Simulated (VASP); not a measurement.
# BN (P2_1) in VASP: notebook, part 2 of 2

VASP 6.6.1. Earlier steps stand in the parts before.

### Step 4. Single point, LDA (strain +0.0175 x Voigt [0, 0, 0, 0, 0, 1])

Contents of INCAR:

```
SYSTEM = BN
PREC = Accurate ; ENCUT = 520
EDIFF = 1E-7 ; ISMEAR = 0
SIGMA = 0.05 ; LREAL = .FALSE.
LASPH = .TRUE. ; NELM = 80
ALGO = Normal ; ISIF = 2
LWAVE = .FALSE. ; LCHARG = .FALSE.
GGA = CA ; NBANDS = 16
```

Contents of KPOINTS:

```
Automatic mesh
0
G
  12 12 6
  0 0 0
```

Contents of POSCAR:

```
BN
1.0
    2.5539396017      0.0223469715      0.0000000000
   -1.2576167558      2.2006030890      0.0000000000
    0.0000000000      0.0000000000      4.2268550000
B N
2 2
Direct
    0.6666666667      0.3333333333      0.9997240000
    0.3333333333      0.6666666667      0.4997240000
    0.6666666667      0.3333333333      0.6252760000
    0.3333333333      0.6666666667      0.1252760000
```

On the command line:

```sh
$ cat potpaw_LDA.64/B/POTCAR potpaw_LDA.64/N/POTCAR > POTCAR
$ mpirun -np 1 vasp_std > vasp.out
```

It took 41 s on 1 thread of Intel Xeon 6975P-C (Granite Rapids), shared host; peak memory 0.19 GiB.

It converged, with:

* Free energy: -38.7148 eV
* Pressure: -12.8 GPa
* Largest force: 0.071 eV/Å
* Band gap on the k mesh: 4.91 eV, indirect (least direct gap 7.97 eV)

Forces in eV/Å, atoms in the order of the input:
```
B    0.031 -0.006  0.018
B   -0.031  0.006  0.018
N    0.068 -0.006 -0.018
N   -0.068  0.006 -0.018
```

Stress tensor (GPa, compression positive):
```
-12.66  -7.07   0.00
 -7.07 -12.59   0.00
  0.00   0.00 -13.20
```

Levels at points of the mesh, in eV from the valence-band top:
```
           k point  band 6  band 7  band 8  band 9  band 10  band 11
(0.00, 0.00, 0.00)   -0.33   -0.10    0.00    7.97     8.26     8.36
(0.50, 0.00, 0.00)   -4.84   -4.46   -2.02    6.81     7.75    10.51
(0.00, 0.50, 0.00)   -5.01   -4.46   -2.15    6.53     7.72    10.35
(0.50, 0.50, 0.00)   -5.17   -4.46   -2.29    6.25     7.68    10.20
(0.00, 0.00, 0.50)   -1.27   -1.16   -1.16    9.17     9.17     9.61
(0.50, 0.00, 0.50)   -3.67   -3.61   -3.61    6.51     6.51     9.92
(0.00, 0.50, 0.50)   -3.81   -3.58   -3.58    6.40     6.40     9.84
(0.50, 0.50, 0.50)   -3.95   -3.57   -3.57    6.27     6.27     9.78
```

Caveat: the cell differs from its parent crystal (strain +0.0175 x Voigt [0, 0, 0, 0, 0, 1]).

### Step 5. Single point, LDA (strain +0.0125 x Voigt [0, 0, 0, 0, 0, 1])

Contents of INCAR:

```
PREC     = Accurate       # precision mode
ENCUT    = 520            # plane-wave cutoff, eV
EDIFF    = 1E-7           # SCF threshold, eV
ISMEAR   = 0              # smearing method
SIGMA    = 0.05           # smearing width, eV
LREAL    = False          # projectors in reciprocal space
LASPH    = True           # aspherical terms in the spheres
NELM     = 100            # most SCF steps
ALGO     = Normal         # electronic algorithm
ISIF     = 2              # what is computed and relaxed
LWAVE    = False          # write WAVECAR
LCHARG   = True           # write CHGCAR
GGA      = CA             # functional
LELF     = True           # ELF
LVHAR    = True         
NBANDS   = 16             # bands
```

Contents of KPOINTS:

```
Automatic mesh
0
Gamma
  12 12 6
```

Changes to POSCAR since step 4:

```diff
@@ -2,4 +2,4 @@
 1.0
-    2.5539396017      0.0223469715      0.0000000000
-   -1.2576167558      2.2006030890      0.0000000000
+    2.5539396017      0.0159621225      0.0000000000
+   -1.2631461973      2.2037955135      0.0000000000
     0.0000000000      0.0000000000      4.2268550000
```

Potentials or basis: VASP PAW LDA potentials, release 64 (B, N).

On the command line:

```sh
$ cat potpaw_LDA.64/B/POTCAR potpaw_LDA.64/N/POTCAR > POTCAR
$ mpirun -np 1 vasp_std > vasp.out
```

OUTCAR:

```text
PREC = Accurate
   ENCUT = 520
   EDIFF = 1E-7
   ISMEAR = 0
   LREAL = False
   LASPH = True
   NELM = 100
   ISIF = 2
   GGA = CA

 ion  position               nearest neighbor table
   1  0.667  0.333  1.000-   4 1.56   4 1.57   4 1.57   3 1.58
   2  0.333  0.667  0.500-   3 1.56   3 1.57   3 1.57   4 1.58
   3  0.667  0.333  0.625-   2 1.56   2 1.57   2 1.57   1 1.58
   4  0.333  0.667  0.125-   1 1.56   1 1.57   1 1.57   2 1.58

  Warning from LATTYP: Monoclinic adjustment (A1->A3, A2->A1, A3->A2)!
[... 653 lines left out ...]
     16      23.6249      0.00000

 [... further k-points ...]
[... 5 lines left out ...]
  --------------------------------------------------------------------------------------
  -------------------------------------------------------------------------------------
  Total       -1.8947717     -1.8891398     -1.9673317     -0.7526594      0.0000000      0.0000000
  in kB     -127.1496618   -126.7717273   -132.0188416    -50.5076074      0.0000000      0.0000000
  external PRESSURE =    -128.6467435 kB  Pullay stress =       0.0000000 kB

 VOLUME and BASIS-vectors are now :
 -----------------------------------------------------------------------------
  energy-cutoff  :      520.00
  volume of cell :       23.88
      direct lattice vectors                 reciprocal lattice vectors
     2.553939602  0.015962122  0.000000000     0.390154287  0.223624152  0.000000000
    -1.263146197  2.203795513  0.000000000    -0.002825893  0.452142895  0.000000000
     0.000000000  0.000000000  4.226855000     0.000000000  0.000000000  0.236582518

 POSITION                                       TOTAL-FORCE (eV/Angst)
 -----------------------------------------------------------------------------------
      1.28158      0.74524      4.22569         0.022025     -0.002939      0.019428
      0.00922      1.47452      2.11226        -0.022025      0.002939      0.019428
      1.28158      0.74524      2.64295         0.048841     -0.003024     -0.019428
      0.00922      1.47452      0.52952        -0.048841      0.003024     -0.019428
 -----------------------------------------------------------------------------------
    total drift:                               -0.000000     -0.000000      0.000098

  FREE ENERGIE OF THE ION-ELECTRON SYSTEM (eV)
  ---------------------------------------------------
  free  energy   TOTEN  =       -38.7192729900 eV

  energy  without entropy=      -38.7192729900  energy(sigma->0) =      -38.71927299
```

Wall time 42 s (1 thread of Intel Xeon 6975P-C (Granite Rapids), shared host); peak memory 0.19 GiB.

What came out:

- Free energy: -38.7193 eV
- Pressure: -12.9 GPa
- Largest force: 0.053 eV/Å
- Band gap on the k mesh: 4.93 eV, indirect (least direct gap 8.04 eV)

Forces on the atoms (eV/Å):
```
B    0.022 -0.003  0.019
B   -0.022  0.003  0.019
N    0.049 -0.003 -0.019
N   -0.049  0.003 -0.019
```

Caveat: the cell differs from its parent crystal (strain +0.0125 x Voigt [0, 0, 0, 0, 0, 1]). A k mesh can miss the band edges.

### Step 6. Summary

| cell | gap on the mesh (eV) | pressure (GPa) | largest force (eV/Å) |
| --- | --- | --- | --- |
| a = 2.554, b = 2.565, c = 4.227 Å, angles 90.0, 90.0, 120.4°, 4 atoms | 4.93 | -12.9 | 0.04 |
| a = 2.554, b = 2.548, c = 4.227 Å, angles 90.0, 90.0, 119.8°, 4 atoms | 4.95 | -12.9 | 0.03 |
| a = 2.554, b = 2.535, c = 4.227 Å, angles 90.0, 90.0, 119.2°, 4 atoms | 4.91 | -12.8 | 0.07 |
| a = 2.554, b = 2.540, c = 4.227 Å, angles 90.0, 90.0, 119.5°, 4 atoms | 4.93 | -12.9 | 0.05 |

Alike in all rows: task single point; level LDA; potentials or basis VASP PAW LDA potentials, release 64 (B, N); no spin polarisation; k mesh 12 × 12 × 6; cutoff (eV) 520; smearing gaussian 0.05 eV.

Total energies depend on the potentials used, so only differences within one code and one set of settings carry meaning.
